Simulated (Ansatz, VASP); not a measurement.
Two plane-wave programs on Be

The input INCAR:

```
ALGO = Fast ; EDIFF = 1E-6
ENCUT = 520 ; GGA = PE
ISIF = 2 ; ISMEAR = 0
LASPH = T ; LCHARG = F
LREAL = F ; LWAVE = F
NBANDS = 9 ; NELM = 80
PREC = Accurate ; SIGMA = 0.1
```

Contents of KPOINTS:

```
k-points
0
Gamma
  12 12 6
```

POSCAR

```
Be
1.0
    2.3385985908      0.1098978272      0.0097594685
   -1.0741249852      1.8909208635      0.0350689347
    0.0154016283      0.0727967767      3.6402213550
Be
2
Direct
    0.3333333333      0.6666666667      0.7500000000
    0.6666666667      0.3333333333      0.2500000000
```

Input for Ansatz:

```yaml
crystal:
  lattice:
    - [2.3385985908, 0.1098978272, 0.0097594685]
    - [-1.0741249852, 1.8909208635, 0.0350689347]
    - [0.0154016283, 0.0727967767, 3.640221355]
  atoms:
    - { symbol: Be, position: [0.3333333333, 0.6666666667, 0.75] }
    - { symbol: Be, position: [0.6666666667, 0.3333333333, 0.25] }
basis: {}
kpoints:
  mp_grid: { grid: [12, 12, 6] }
hamiltonian:
  xc: pbe
  pseudopotentials: { kind: nc }
scf:
  occupations: { method: gaussian, width: 0.1 }
  n_extra_bands: 5
output:
  forces: true
  stress: true
  eigenvalues: true
```

Alike in both runs: task single point; functional PBE; k mesh 12 × 12 × 6; occupations gaussian, width 0.1 eV; no spin polarisation.

|  | VASP | Ansatz |
| --- | --- | --- |
| version | VASP 6.6.1 | Ansatz 0.2.0 |
| potentials or method | VASP PAW PBE potentials, release 64 (Be) | scalar-relativistic, plane waves, norm-conserving potentials |
| plane-wave cutoff (eV) | 520 | 1800 |
| valence electrons in the cell | 4 | 8 |

Ansatz gave:

```
gap on the k mesh at the Fermi level (eV)                     : none
pressure (GPa)                                                : -3.9
traceless stress, the component that is largest in VASP (GPa) : -15.71
rms of the force components (eV/Å)                            : 0.078
```

Q: Which values does VASP return?

A: gap on the k mesh at the Fermi level (eV): none; pressure (GPa): -3.9; traceless stress, the component that is largest in VASP (GPa): -15.69; rms of the force components (eV/Å): 0.078.

Atom by atom the forces differ by 0.000 eV/Å (rms over components). A gap of «none» marks a metal or a gap that the smearing closes. The functional is the same, so the differences come from potentials, cutoffs and numerics. VASP's potentials hold 4 valence electrons a cell and Ansatz's 8, so a difference there can come from the potentials and not from the codes.
